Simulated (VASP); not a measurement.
The system is Y3F2.

```xyz
5
Lattice="-1.8250 1.8250 6.7500 1.8250 -1.8250 6.7500 1.8250 1.8250 -6.7500" Properties=species:S:1:pos:R:3 pbc="T T T"
Y     0.0000    0.0000    4.6575
Y     0.0000    0.0000    8.8425
Y     0.0000    0.0000    0.0000
F     1.8250    0.0000    3.3750
F     0.0000    1.8250    3.3750
```

| Item | Value |
| --- | --- |
| Program | VASP 6.6.1 |
| Task | relaxation of cell and atoms |
| Functional | PBE |
| Potentials or basis | VASP PAW PBE potentials, release 64 (Y_sv, F) |
| Cutoff | 600 eV |
| k mesh | 6 × 6 × 6 |
| Occupations | gaussian, width 0.2 eV |
| Spin | no spin polarisation |

At the start: pressure 23.5 GPa; volume 17.99 Å³/atom.

**Question.** How do energy, volume and symmetry change on relaxing?

**Answer.** Over 9 steps the energy falls by 418.2 meV/atom and the volume is 22.44 Å³/atom (+24.8 %); space group I4/mmm (No. 139, to 0.1 Å) before and after.

The path:
| step | energy change (eV) | largest force (eV/Å) | pressure (GPa) | volume (Å³) |
| --- | --- | --- | --- | --- |
| 1 | 0.0000 | 2.2590 | 23.46 | 89.93 |
| 2 | -1.3196 | 1.1642 | -6.89 | 128.53 |
| 3 | -1.6975 | 0.4615 | -0.57 | 113.46 |
| 4 | -1.8829 | 0.5342 | -0.72 | 113.41 |
| 5 | -2.0508 | 0.6436 | -0.96 | 112.57 |
| 6 | -2.0528 | 0.6312 | -0.93 | 112.76 |
| 7 | -2.0801 | 0.0676 | 1.30 | 110.05 |
| 8 | -2.0814 | 0.1718 | 0.88 | 110.52 |
| 9 | -2.0910 | 0.0189 | 0.14 | 112.21 |

Final structure:
```yaml
crystal:
  lattice:
    - [-1.83668, 1.83668, 8.31581]
    - [1.83668, -1.83668, 8.31581]
    - [1.83668, 1.83668, -8.31581]
  atoms:
    - { symbol: Y, position: [0.34378, 0.34378, 0.00000] }
    - { symbol: Y, position: [0.65622, 0.65622, 0.00000] }
    - { symbol: Y, position: [0.00000, 0.00000, 0.00000] }
    - { symbol: F, position: [0.25000, 0.75000, 0.50000] }
    - { symbol: F, position: [0.75000, 0.25000, 0.50000] }
```

Caveat: the volume moved by over 15 % at a fixed basis, so the end points are rough; an odd number of electrons without spin polarisation forces a metal; a magnetic or distorted state may lie lower.
